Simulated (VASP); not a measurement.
# P (Fd-3m) in VASP: a series of runs

The runs below take P through single point, with PBEsol.

Program: VASP 6.6.1. These are calculated values, not measurements. Logs are shortened: lines on timing, memory, paths and dates and some standing lists are left out, and cuts for length are marked.

## 1. The cell of the first run

It takes space group Fd-3m (No. 227, cubic). The conventional cell has a = 4.129 Å, b = 4.129 Å, c = 4.129 Å, α = 90.00°, β = 90.00°, γ = 90.00°. P (site symmetry -43m) has 4 P at 1.79 Å within 2.4 Å.

This isn't the form of P at room conditions, which is orthorhombic.

## 2. Single point, PBEsol (8.80 Å³/atom)

File INCAR:

```
SYSTEM = P
  PREC = Accurate
  ENCUT = 520
  EDIFF = 1E-6
  ISMEAR = -1
  SIGMA = 0.08
  LREAL = .False.
  LASPH = .True.
  NELM = 80
  ALGO = Normal
  ISIF = 2
  LWAVE = .False.
  LCHARG = .False.
  GGA = PS
  NBANDS = 12
```

File KPOINTS:

```
Automatic mesh
0
Gamma
  12 12 12
  0 0 0
```

File POSCAR:

```
P
1.0
    0.0000000000      2.0642825949      2.0642825949
    2.0642825949      0.0000000000      2.0642825949
    2.0642825949      2.0642825949      0.0000000000
P
2
Direct
   -0.1250000000     -0.1250000000     -0.1250000000
    0.1250000000      0.1250000000      0.1250000000
```

Potentials or basis: VASP PAW PBE potentials, release 64 (P).

Launch:

```bash
> cat potpaw_PBE.64/P/POTCAR > POTCAR
> mpirun -np 1 vasp_std > vasp.out
```

OUTCAR:

```text
SYSTEM = P
   PREC = Accurate
   ENCUT = 520
   EDIFF = 1E-6
   ISMEAR = -1
   LREAL = .False.
   LASPH = .True.
   NELM = 80
   ISIF = 2
   GGA = PS

 ion  position               nearest neighbor table
   1  0.875  0.875  0.875-   2 1.79   2 1.79   2 1.79   2 1.79
   2  0.125  0.125  0.125-   1 1.79   1 1.79   1 1.79   1 1.79

  LATTYP: Found a face centered cubic cell.
 ALAT       =     4.1285651898

  Lattice vectors:

 A1 = (   0.0000000000,   2.0642825949,   2.0642825949)
 A2 = (   2.0642825949,   0.0000000000,   2.0642825949)
 A3 = (   2.0642825949,   2.0642825949,   0.0000000000)

Analysis of symmetry for initial positions (statically):
=====================================================================
 Subroutine PRICEL returns:
 Original cell was already a primitive cell.

 Routine SETGRP: Setting up the symmetry group for a
 face centered cubic supercell.

 Subroutine GETGRP returns: Found 48 space group operations
 (whereof 12 operations were pure point group operations)
 out of a pool of 48 trial point group operations.

The static configuration has the point symmetry D_3d.
 The point group associated with its full space group is O_h .

Analysis of symmetry for dynamics (positions and initial velocities):
=====================================================================
 Subroutine PRICEL returns:
 Original cell was already a primitive cell.

 Routine SETGRP: Setting up the symmetry group for a
 face centered cubic supercell.

 Subroutine GETGRP returns: Found 48 space group operations
 (whereof 12 operations were pure point group operations)
 out of a pool of 48 trial point group operations.

The dynamic configuration has the point symmetry D_3d.
 The point group associated with its full space group is O_h .

 Subroutine INISYM returns: Found 48 space group operations
 (whereof 12 operations are pure point group operations),
 and found     1 'primitive' translations

----------------------------------------------------------------------------------------

                                     Primitive cell

  volume of cell :      17.5929

  direct lattice vectors                    reciprocal lattice vectors
     0.000000000  2.064282595  2.064282595    -0.242214899  0.242214899  0.242214899
     2.064282595  0.000000000  2.064282595     0.242214899 -0.242214899  0.242214899
     2.064282595  2.064282595  0.000000000     0.242214899  0.242214899 -0.242214899

  length of vectors
     2.919336442  2.919336442  2.919336442     0.419528511  0.419528511  0.419528511

  position of ions in fractional coordinates (direct lattice)
     0.875000000  0.875000000  0.875000000
     0.125000000  0.125000000  0.125000000

  ion indices of the primitive-cell ions
   primitive index   ion index
                 1           1
                 2           2

----------------------------------------------------------------------------------------

 KPOINTS: Automatic mesh

Automatic generation of k-mesh.
 Grid dimensions read from file:
 generate k-points for:   12   12   12

 Generating k-lattice:

  Cartesian coordinates                     Fractional coordinates (reciprocal lattice)
    -0.020184575  0.020184575  0.020184575     0.083333333  0.000000000  0.000000000
     0.020184575 -0.020184575  0.020184575     0.000000000  0.083333333  0.000000000
     0.020184575  0.020184575 -0.020184575     0.000000000  0.000000000  0.083333333

  Length of vectors
     0.034960709  0.034960709  0.034960709

  Shift w.r.t. Gamma in fractional coordinates (k-lattice)
     0.000000000  0.000000000  0.000000000

 Subroutine IBZKPT returns following result:
 ===========================================

 Found     72 irreducible k-points:

 Following reciprocal coordinates:
            Coordinates               Weight
  0.000000  0.000000  0.000000      1.000000
  0.083333  0.000000  0.000000      8.000000
  0.166667  0.000000  0.000000      8.000000
  0.250000  0.000000  0.000000      8.000000
  0.333333  0.000000  0.000000      8.000000
  0.416667  0.000000  0.000000      8.000000
[... 16 lines left out ...]
  0.500000  0.166667  0.000000     24.000000
 -0.416667  0.166667  0.000000     24.000000
 [... further k-points ...]
   k-points           NKPTS =     72   k-points in BZ     NKDIM =     72   number of bands    NBANDS=     12
   number of dos      NEDOS =    301   number of ions     NIONS =      2
   total plane-waves  NPLWV =  13824
   dimension x,y,z NGX =    24 NGY =   24 NGZ =   24
   dimension x,y,z NGXF=    48 NGYF=   48 NGZF=   48
   ions per type =               2
   NGX,Y,Z   is equivalent  to a cutoff of  13.67, 13.67, 13.67 a.u.
   NGXF,Y,Z  is equivalent  to a cutoff of  27.33, 27.33, 27.33 a.u.
 SYSTEM =  P
   PREC   = accura    normal or accurate (medium, high low for compatibility)
   ISTART =      0    job   : 0-new  1-cont  2-samecut
   ICHARG =      2    charge: 1-file 2-atom 10-const
   ISPIN  =      1    spin polarized calculation?
   LNONCOLLINEAR =      F non collinear calculations
   LSORBIT =      F    spin-orbit coupling
   LASPH  =      T    aspherical Exc in radial PAW
   ENCUT  =  520.0 eV  38.22 Ry    6.18 a.u.   5.43  5.43  5.43*2*pi/ulx,y,z
   NELM   =     80;   NELMIN=  2; NELMDL= -5     # of ELM steps
   EDIFF  = 0.1E-05   stopping-criterion for ELM
   LREAL  =      F    real-space projection
   EDIFFG = 0.1E-04   stopping-criterion for IOM
   NSW    =      0    number of steps for IOM
   IBRION =     -1    ionic relax: 0-MD 1-quasi-New 2-CG
   NFREE  =      0    steps in history (QN), initial steepest desc. (CG)
   ISIF   =      2    stress and relaxation
   ISYM   =      2    0-nonsym 1-usesym 2-fastsym
   POTIM  = 0.5000    time-step for ionic-motion
   TEBEG  =    0.0;   TEEND  =   0.0 temperature during run
   PSTRESS=    0.0 pullay stress
   NELECT =      10.0000    total number of electrons
   NUPDOWN=      -1.0000    fix difference up-down
   EMIN   =  10.00;   EMAX   =-10.00  energy-range for DOS
   EFERMI =   0.00;   METHOD = LEGACY
   ISMEAR =    -1;   SIGMA  =   0.08  broadening in eV -4-tet -1-fermi 0-gaus
   EFERMI_NEDOS =   21; number of points for ismear=-14 and -15
   IALGO  =     38    algorithm
   IMIX   =      4    mixing-type and parameters
     AMIX     =   0.40;   BMIX     =  1.00
     AMIX_MAG =   1.60;   BMIX_MAG =  1.00
  volume/ion in A,a.u.               =       8.80        59.36
  Fermi-wavevector in a.u.,A,eV,Ry     =   1.356112  2.562681 25.021669  1.839041
  Thomas-Fermi vector in A             =   2.483143
   LORBIT       =      0    0 simple, 1 ext, 2 COOP (PROOUT), +10 PAW based schemes
   GGA     = PS    functional components
   LHFCALC =     F    Hartree Fock is set to
   AEXX    =    0.0000 exact exchange contribution
   IVDW    =     0    specifies the selected vdW correction
   LEPSILON=     F    determine dielectric tensor
   LRPA    =     F    only Hartree local field effects (RPA)
 non-spin polarized calculation
  energy-cutoff  :      520.00
  volume of cell :       17.59
 maximum number of plane-waves:       495
 NGX is ok and might be reduce to    24
   NGX = 11   NGY = 11   NGZ = 11

 number of electron      10.0000000 magnetization

 number of electron       9.9999998 magnetization

 Free energy of the ion-electron system (eV)
  ---------------------------------------------------
  ext. energy  EPLUGINS =         0.00000000
  ---------------------------------------------------
  free energy    TOTEN  =        -2.12187473 eV

  energy without entropy =       -2.10058961  energy(sigma->0) =       -2.11123217

 E-fermi :  18.0359     XC(G=0): -13.4709

 val. band max:       17.9958310262   @ k =   0.5000   0.0000   0.0000
 cond. band min:      18.0713894477   @ k =   0.0833   0.0000   0.0000
 fundamental gap:      0.0755584214
 Fermi energy:        18.0359229095

 k-point     1 :       0.0000    0.0000    0.0000
  band No.  band energies     occupation
      1      -5.2560      2.00000
      2      13.8918      2.00000
      3      13.8918      2.00000
      4      13.8918      2.00000
      5      17.6867      1.97490
      6      17.6867      1.97490
      7      17.6867      1.97490
      8      24.2155      0.00000
      9      24.2155      0.00000
     10      26.5541      0.00000
     11      28.0988      0.00000
     12      31.3695      0.00000

 k-point     2 :       0.0833    0.0000    0.0000
  band No.  band energies     occupation
      1      -5.0922      2.00000
      2      12.6828      2.00000
      3      13.6422      2.00000
      4      13.6422      2.00000
      5      18.0714      0.78189
      6      18.0714      0.78189
      7      18.1770      0.29273
      8      23.7870      0.00000
      9      23.7870      0.00000
     10      26.8492      0.00000
     11      28.6950      0.00000
     12      31.1965      0.00000

 k-point     3 :       0.1667    0.0000    0.0000
  band No.  band energies     occupation
      1      -4.6038      2.00000
      2      10.3379      2.00000
      3      13.1367      2.00000
      4      13.1367      2.00000
      5      18.6248      0.00127
      6      18.7845      0.00017
      7      18.7845      0.00017
      8      23.2203      0.00000
      9      23.2203      0.00000
     10      27.2379      0.00000
     11      29.7743      0.00000
     12      31.9796      0.00000

 k-point     4 :       0.2500    0.0000    0.0000
  band No.  band energies     occupation
      1      -3.8017      2.00000
      2       7.8082      2.00000
      3      12.6551      2.00000
      4      12.6551      2.00000
      5      18.6987      0.00050
      6      18.9723      0.00002
      7      18.9723      0.00002
      8      23.6726      0.00000
      9      23.6726      0.00000
     10      26.8553      0.00000
     11      30.9359      0.00000
     12      34.8272      0.00000

 k-point     5 :       0.3333    0.0000    0.0000
  band No.  band energies     occupation
      1      -2.7143      2.00000
      2       5.3951      2.00000
      3      12.2994      2.00000
      4      12.2994      2.00000
      5      18.5715      0.00247
      6      18.5715      0.00247
      7      18.6272      0.00123
      8      25.3134      0.00000
      9      25.3134      0.00000
     10      26.1311      0.00000
     11      32.5795      0.00000
     12      37.4448      0.00000
[... 228 lines left out ...]
      1      -2.8960      2.00000
      2       7.3128      2.00000
      3      10.8193      2.00000
      4      10.8822      2.00000
      5      16.5160      2.00000
      6      19.2846      0.00000
      7      21.6045      0.00000
      8      22.1088      0.00000
      9      26.9748      0.00000
     10      29.9081      0.00000
     11      33.3306      0.00000
     12      35.7351      0.00000

 k-point    22 :       0.4167    0.1667    0.0000
  band No.  band energies     occupation
      1      -1.7338      2.00000
      2       5.0662      2.00000
      3      10.1389      2.00000
      4      10.7143      2.00000
      5      16.4216      2.00000
      6      20.4109      0.00000
      7      20.9860      0.00000
      8      22.7300      0.00000
      9      28.9108      0.00000
     10      29.1941      0.00000
     11      34.0239      0.00000
     12      34.8894      0.00000

 k-point    23 :       0.5000    0.1667    0.0000
  band No.  band energies     occupation
      1      -0.4789      2.00000
      2       3.2044      2.00000
      3       9.5076      2.00000
      4      10.8501      2.00000
      5      16.4921      2.00000
      6      20.3705      0.00000
      7      20.9387      0.00000
      8      24.4687      0.00000
      9      28.5835      0.00000
     10      29.3317      0.00000
     11      33.0712      0.00000
     12      34.0556      0.00000

 k-point    24 :      -0.4167    0.1667    0.0000
  band No.  band energies     occupation
      1      -0.1747      2.00000
      2       2.8180      2.00000
      3       9.0654      2.00000
      4      11.2109      2.00000
      5      16.8675      2.00000
      6      19.9531      0.00000
      7      20.9849      0.00000
      8      26.8538      0.00000
      9      26.8748      0.00000
     10      27.8627      0.00000
     11      32.3770      0.00000
     12      35.5288      0.00000

 [... further k-points ...]

------------------------ aborting loop because EDIFF is reached ----------------------------------------

  FORCE on cell =-STRESS in cart. coord.  units (eV):
  Direction    XX          YY          ZZ          XY          YZ          ZX
  --------------------------------------------------------------------------------------
  -------------------------------------------------------------------------------------
  Total       30.5354299     30.5354299     30.5354299      0.0000000      0.0000000     -0.0000000
  in kB     2780.8475040   2780.8475040   2780.8475040      0.0000000      0.0000000     -0.0000000
  external PRESSURE =    2780.8475040 kB  Pullay stress =       0.0000000 kB

 VOLUME and BASIS-vectors are now :
 -----------------------------------------------------------------------------
  energy-cutoff  :      520.00
  volume of cell :       17.59
      direct lattice vectors                 reciprocal lattice vectors
     0.000000000  2.064282595  2.064282595    -0.242214899  0.242214899  0.242214899
     2.064282595  0.000000000  2.064282595     0.242214899 -0.242214899  0.242214899
     2.064282595  2.064282595  0.000000000     0.242214899  0.242214899 -0.242214899

 POSITION                                       TOTAL-FORCE (eV/Angst)
 -----------------------------------------------------------------------------------
      3.61249      3.61249      3.61249         0.000000     -0.000000     -0.000000
      0.51607      0.51607      0.51607         0.000000      0.000000      0.000000
 -----------------------------------------------------------------------------------
    total drift:                                0.000000      0.000000     -0.000000

  FREE ENERGIE OF THE ION-ELECTRON SYSTEM (eV)
  ---------------------------------------------------
  free  energy   TOTEN  =        -2.1218747260 eV

  energy  without entropy=       -2.1005896066  energy(sigma->0) =       -2.11123217
```

It took 14 s on 1 thread of Intel Xeon Platinum 8375C at 2.90GHz (Ice Lake), shared host; peak memory 0.13 GiB.

What came out:

| Property | Result |
| --- | --- |
| Free energy | -2.1219 eV |
| Pressure | 278.1 GPa |
| Band gap on the k mesh | zero (bands 5 and 6 overlap by 5.55 eV) |

Caveat: the cell stands under pressure; the PAW data sets were made with another functional, which shifts forces and pressure a little.

## 3. Single point, PBEsol (10.16 Å³/atom)

This run uses another cell than the first one, of 10.16 Å³/atom.

File INCAR:

```
SYSTEM = P
PREC     = Accurate       ! precision mode
ENCUT    = 520            ! plane-wave cutoff, eV
EDIFF    = 1E-6           ! SCF threshold, eV
ISMEAR   = -1             ! smearing method
SIGMA    = 0.08           ! smearing width, eV
LREAL    = .FALSE.        ! projectors in reciprocal space
LASPH    = .TRUE.         ! aspherical terms in the spheres
NELM     = 100            ! most SCF steps
ALGO     = Normal         ! electronic algorithm
ISIF     = 2              ! what is computed and relaxed
LWAVE    = .FALSE.        ! write WAVECAR
LCHARG   = .FALSE.        ! write CHGCAR
GGA      = PS             ! functional
NBANDS   = 12             ! bands
```

File KPOINTS:

```
regular mesh
0
G
  12 12 12
  0 0 0
```

File POSCAR:

```
P
1.0
    0.0000000000      2.1662043690      2.1662043690
    2.1662043690      0.0000000000      2.1662043690
    2.1662043690      2.1662043690      0.0000000000
P
2
Direct
   -0.1250000000     -0.1250000000     -0.1250000000
    0.1250000000      0.1250000000      0.1250000000
```

Potentials or basis: VASP PAW PBE potentials, release 64 (P).

Launch:

```bash
> cat potpaw_PBE.64/P/POTCAR > POTCAR
> mpirun -np 1 vasp_std > vasp.out
```

It took 15 s on 1 thread of Intel Xeon Platinum 8375C at 2.90GHz (Ice Lake), shared host; peak memory 0.13 GiB.

The run converged. Its results:

| Property | Result |
| --- | --- |
| Free energy | -5.7448 eV |
| Pressure | 158.1 GPa |
| Band gap on the k mesh | zero (bands 5 and 6 overlap by 5.05 eV) |

Levels at points of the mesh, in eV from the Fermi level:
```csv
k point,band 3,band 4,band 5,band 6,band 7,band 8
"(0.00, 0.00, 0.00)",-4.29,-4.29,-0.49,-0.49,-0.49,5.78
"(0.50, 0.00, 0.00)",-6.03,-6.03,-0.29,0.16,0.16,7.02
"(0.50, 0.50, 0.00)",-8.71,-8.71,-3.57,-3.57,11.11,11.11
```

Caveat: the cell stands under pressure; the PAW data sets were made with another functional, which shifts forces and pressure a little.

[end of part 1 of 2]
